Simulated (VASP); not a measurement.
A run of VASP 6.6.1 is set up as follows.

Contents of INCAR:

```
  PREC = Accurate
  ENCUT = 520
  EDIFF = 1E-6
  ISMEAR = -1
  SIGMA = 0.08
  LREAL = False
  LASPH = True
  NELM = 100
  ALGO = Normal
  ISIF = 2
  LWAVE = False
  LCHARG = True
  GGA = PE
  LELF = True
  LVHAR = True
  NBANDS = 16
```

The input KPOINTS:

```
regular mesh
0
Gamma
  10 10 10
```

Contents of POSCAR:

```
HgTe
1.0
   -0.0876450000      2.8776775000      2.8776775000
    2.8776775000     -0.0876450000      2.8776775000
    2.8776775000      2.8776775000     -0.0876450000
Hg Te
1 1
Direct
    0.0000000000      0.0000000000      0.0000000000
    0.5000000000      0.5000000000      0.5000000000
```

Potentials or basis: VASP PAW PBE potentials, release 64 (Hg, Te).

The run is started by

```console
$ cat potpaw_PBE.64/Hg/POTCAR potpaw_PBE.64/Te/POTCAR > POTCAR
$ mpirun -np 1 vasp_std > vasp.out
```

(1) Estimate the band gap on the k mesh.

(2) Predict the pressure.

Results:

(1) zero (bands 9 and 10 overlap by 3.10 eV).

(2) 10.6 GPa.

Caveat: the cell differs from its parent crystal (equal xy, yz and zx shear strains of -3 %); the cell stands under pressure; spin-orbit coupling is left out, which moves the levels of the heavy elements.
